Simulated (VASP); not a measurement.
Set up this calculation in VASP 6.6.1, as the native input.

- Task: single point
- Functional: PBE
- Potentials or basis: VASP PAW PBE potentials, release 64 (Be)
- Cutoff: 520 eV
- k mesh: 15 × 15 × 15
- Occupations: fermi-dirac, width 0.1 eV
- Spin: no spin polarisation
- Dipole correction: no
- Further INCAR settings: ALGO = Normal; EDIFF = 1e-06; NBANDS = 9

The structure of Be lies in POSCAR:

```
Be
1.0
    0.0000000000      2.0424627382      2.0424627382
    2.0424627382      0.0000000000      2.0424627382
    2.0424627382      2.0424627382      0.0000000000
Be
2
Direct
   -0.1250000000     -0.1250000000     -0.1250000000
    0.1250000000      0.1250000000      0.1250000000
```

This cell differs from its parent crystal: volume scaled by 0.58.

The input as run:

INCAR

```
SYSTEM = Be
ALGO     = Normal         ! electronic algorithm
EDIFF    = 1E-6           ! SCF threshold, eV
ENCUT    = 520            ! plane-wave cutoff, eV
GGA      = PE             ! functional
ISIF     = 2              ! what is computed and relaxed
ISMEAR   = -1             ! smearing method
LASPH    = .TRUE.         ! aspherical terms in the spheres
LCHARG   = .TRUE.         ! write CHGCAR
LELF     = .TRUE.         ! ELF
LREAL    = .FALSE.        ! projectors in reciprocal space
LVHAR    = .TRUE.       
LWAVE    = .FALSE.        ! write WAVECAR
NBANDS   = 9              ! bands
NELM     = 80             ! most SCF steps
PREC     = Accurate       ! precision mode
SIGMA    = 0.1            ! smearing width, eV
```

KPOINTS

```
k-points
0
G
  15 15 15
  0 0 0
```

Potentials or basis: VASP PAW PBE potentials, release 64 (Be).

Command:

```sh
$ cat potpaw_PBE.64/Be/POTCAR > POTCAR
$ mpirun -np 1 vasp_std > vasp.out
```

It gave:

| Property | Result |
| --- | --- |
| Pressure | 59.6 GPa |
| Band gap on the k mesh | zero (band 2 reaches 12.35 eV, above the bottom of band 3 at 3.55 eV) |

Run time: 7.5 s on 1 thread of Intel(R) Xeon(R) Platinum 8375C CPU @ 2.90GHz (Ice Lake) (shared host), peak memory 0.14 GiB.
